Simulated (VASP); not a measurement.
Write the native input for VASP 6.6.1 that does the following.

* Task: single point
* Functional: PBE
* Potentials or basis: VASP PAW PBE potentials, release 64 (Rb_sv, Ir)
* Cutoff: 500 eV
* k mesh: 4 × 4 × 4
* Occupations: gaussian, width 0.1 eV
* Spin: no spin polarisation
* Dipole correction: no
* Further INCAR settings: ALGO = Normal; EDIFF = 1e-06; NBANDS = 26

The structure of RbIr lies in POSCAR:

```
RbIr
1.0
    2.7250386163     -5.7462592795      0.0000000000
    2.7250386163      5.7462592795      0.0000000000
    0.0000000000      0.0000000000      4.4497670576
Rb Ir
2 2
Direct
    0.3539898219      0.6460101781      0.7500000000
    0.6460101781      0.3539898219      0.2500000000
    0.0348322514      0.9651677486      0.7500000000
    0.9651677486      0.0348322514      0.2500000000
```

These files were run (other wordings do the same):

INCAR

```
  ALGO = Normal
  EDIFF = 1E-6
  ENCUT = 500
  GGA = PE
  GGA_COMPAT = False
  ISIF = 2
  ISMEAR = 0
  LASPH = True
  LCHARG = True
  LELF = True
  LREAL = False
  LVHAR = True
  LWAVE = False
  NBANDS = 26
  NELM = 120
  PREC = Accurate
  SIGMA = 0.1
```

KPOINTS

```
k-points
0
Gamma
  4 4 4
```

Potentials or basis: VASP PAW PBE potentials, release 64 (Rb_sv, Ir).

Launch:

```sh
$ cat potpaw_PBE.64/Rb_sv/POTCAR potpaw_PBE.64/Ir/POTCAR > POTCAR
$ mpirun -np 1 vasp_std > vasp.out
```

It gave:

| Item | Value |
| --- | --- |
| Pressure | 0.0 GPa |
| Largest force | 0.056 eV/Å |

Run time: 39 s on 1 thread of Intel(R) Xeon(R) Platinum 8488C (Sapphire Rapids), on a shared host, peak memory 0.28 GiB.
